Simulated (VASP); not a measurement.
Si:

```
CELL_PARAMETERS angstrom
-1.28678 1.28678 2.12951
1.28678 -1.28678 2.12951
1.28678 1.28678 -2.12951
ATOMIC_POSITIONS crystal
Si 0.00000 0.00000 0.00000
```

* Program: VASP 6.6.1
* Task: relaxation of cell and atoms
* Functional: r2SCAN
* Potentials or basis: VASP PAW PBE potentials, release 64 (Si)
* Cutoff: 600 eV
* k mesh: 30 × 30 × 30
* Occupations: gaussian, width 0.1 eV
* Spin: no spin polarisation

At the start: pressure -0.3 GPa; volume 14.10 Å³/atom.

Problem. Where does the relaxation end?

Solution. Over 11 steps the energy falls by 5.1 meV/atom and the volume is 14.37 Å³/atom (+1.9 %); space group I4/mmm (No. 139, to 0.1 Å) before and after.

Step by step:
| step | energy change (eV) | largest force (eV/Å) | pressure (GPa) | volume (Å³) |
| --- | --- | --- | --- | --- |
| 1 | 0.0000 | 0.0000 | -0.32 | 14.10 |
| 2 | -0.0009 | 0.0000 | 0.19 | 14.05 |
| 3 | -0.0018 | 0.0000 | 1.77 | 13.87 |
| 4 | -0.0020 | 0.0000 | 1.10 | 13.93 |
| 5 | -0.0024 | 0.0000 | 1.10 | 13.95 |
| 6 | -0.0031 | 0.0000 | 1.01 | 13.99 |
| 7 | -0.0039 | 0.0000 | 1.07 | 14.08 |
| 8 | -0.0043 | 0.0000 | 1.14 | 14.24 |
| 9 | -0.0043 | 0.0000 | 1.10 | 14.16 |
| 10 | -0.0045 | 0.0000 | 1.10 | 14.20 |
| 11 | -0.0051 | 0.0000 | -0.06 | 14.37 |

Final structure:
```xyz
1
Lattice="-1.2611 1.2611 2.2585 1.2611 -1.2611 2.2585 1.2611 1.2611 -2.2585" Properties=species:S:1:pos:R:3 pbc="T T T"
Si    0.0000    0.0000    0.0000
```

Caveat: the PAW data sets were made with another functional, which shifts forces and pressure a little.
